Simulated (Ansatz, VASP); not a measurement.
**One calculation of CdH4C4N2Cl2, two programs**

```
Cd H C N Cl
1.0
     6.64582   -6.09352    0.05813
     4.76339    3.15920   -0.24369
    -0.29839   -0.07777    3.69877
Cd H C N Cl
1 4 4 2 2
Direct
  0.00000 0.00000 0.00000
  0.25520 0.60114 0.30168
  0.61124 0.07192 0.82186
  0.74480 0.39886 0.69832
  0.38876 0.92808 0.17814
  0.36507 0.55585 0.16244
  0.56163 0.26428 0.90193
  0.63493 0.44415 0.83756
  0.43837 0.73572 0.09807
  0.42569 0.32017 0.06612
  0.57431 0.67983 0.93388
  0.88212 0.80066 0.44330
  0.11788 0.19934 0.55670
```

Alike in both runs: functional PBE; dispersion D3(BJ); k mesh 4 × 4 × 6; occupations gaussian, width 0.02 eV; no spin polarisation.

Ansatz relaxed the structure, and its values are those at the end. VASP's run is a single point on that final structure, the one shown.

|  | VASP | Ansatz |
| --- | --- | --- |
| version | VASP 6.6.1 | Ansatz 0.2.0 |
| potentials or method | VASP PAW PBE potentials, release 64 (Cd, H, C, N, Cl), cutoff 520 eV | scalar-relativistic, plane waves, PAW |
| valence electrons in the cell | 56 | 64 |

```tsv
	VASP	Ansatz	Ansatz less VASP
gap on the k mesh at the Fermi level (eV)	2.05	2.05	+0.008
least direct gap on the mesh (eV)	2.05	2.05	+0.008
pressure (GPa)	0.2	0.0	-0.18
rms of the force components (eV/Å)	0.027	0.005	-0.0224
```

VASP's potentials hold 56 valence electrons a cell and Ansatz's 64, so a difference there can come from the potentials and not from the codes.
